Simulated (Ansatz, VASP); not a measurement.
# Two plane-wave programs on Be3Te2Se

```
CELL_PARAMETERS angstrom
3.99497 0.00000 0.00000
-1.99749 3.45975 0.00000
0.00000 0.00000 8.03734
ATOMIC_POSITIONS crystal
Be 0.66667 0.33333 0.41872
Be 0.33333 0.66667 0.58128
Be 0.00000 0.00000 0.50000
Te 0.66667 0.33333 0.73704
Te 0.33333 0.66667 0.26296
Se 0.00000 0.00000 0.00000
```

Change from the starting cell: species swapped into the Eu2H3Br type (P-3m1, No. 164).

Alike in both runs: functional PBE; k mesh 3 × 3 × 2; occupations gaussian, width 0.15 eV; no spin polarisation.

Ansatz relaxed the structure, and its values are those at the end. VASP's run is a single point on that final structure, the one shown.

```csv
,VASP,Ansatz
version,VASP 6.6.1,Ansatz 0.2.0
potentials or method,"VASP PAW PBE potentials, release 64 (Be, Te, Se), cutoff 600 eV","scalar-relativistic, plane waves, PAW"
valence electrons in the cell,24,54
```

Ansatz gave:

- gap on the k mesh at the Fermi level (eV): none
- pressure (GPa): 0.0
- rms of the force components (eV/Å): 0.011

Estimate VASP's values.

gap on the k mesh at the Fermi level (eV): none; pressure (GPa): 0.1; rms of the force components (eV/Å): 0.018.

A gap of «none» marks a metal or a gap that the smearing closes. The functional is the same, so the differences come from potentials, cutoffs and numerics. VASP's potentials hold 24 valence electrons a cell and Ansatz's 54, so a difference there can come from the potentials and not from the codes.

The k mesh is coarse, so the values compare programs but aren't converged. Neither program's run includes spin-orbit coupling.
